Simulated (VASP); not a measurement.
A run of VASP 6.6.1 is set up as follows.

The input INCAR:

```
PREC     = Accurate       # precision mode
ENCUT    = 520            # plane-wave cutoff, eV
EDIFF    = 1E-6           # SCF threshold, eV
ISMEAR   = 0              # smearing method
SIGMA    = 0.05           # smearing width, eV
LREAL    = False          # projectors in reciprocal space
LASPH    = True           # aspherical terms in the spheres
NELM     = 60             # most SCF steps
ALGO     = Normal         # electronic algorithm
ISIF     = 2              # what is computed and relaxed
LWAVE    = False          # write WAVECAR
LCHARG   = True           # write CHGCAR
GGA      = PS             # functional
LELF     = True           # ELF
LVHAR    = True         
NBANDS   = 31             # bands
```

The input KPOINTS:

```
regular mesh
0
Gamma
  11 7 3
```

The input POSCAR:

```
C
1.0
   -2.1294220588     -1.2294315772      0.0088643343
    1.3950280734      0.0000000000     -3.6324024213
    4.8708391054     -8.8109263031      3.0018864038
C
10
Direct
    0.8222021784      0.1555174266      0.0666694635
    0.3888688450      0.3221840932      0.2666694635
   -0.0444644883      0.4888507599      0.4666694635
    0.5222021783      0.6555174266      0.6666694635
    0.0888688450      0.8221840932      0.8666694635
    0.6111311550     -0.1221840932      0.9333305365
    0.3444644883      0.2111492401      0.1333305365
    0.9111311550      0.3778159068      0.3333305365
    0.4777978216      0.5444825735      0.5333305365
    0.0444644883      0.7111492401      0.7333305365
```

Potentials or basis: VASP PAW PBE potentials, release 64 (C).

Run with:

```sh
$ cat potpaw_PBE.64/C/POTCAR > POTCAR
$ mpirun -np 1 vasp_std > vasp.out
```

Estimate the largest force.

4.978 eV/Å.

Estimate the pressure.

-3.8 GPa.

Stress tensor (GPa, compression positive):
```
  3.11   1.04   0.21
  1.04 -12.06  -4.50
  0.21  -4.50  -2.39
```

Caveat: the cell differs from its parent crystal (the part above a cut slid along it); the stress differs along the axes, from -12 to 3 GPa; this functional lacks dispersion, which binds layers or chains, so the pressure and a relaxed spacing across them are unreliable; the PAW data sets were made with another functional, which shifts forces and pressure a little.
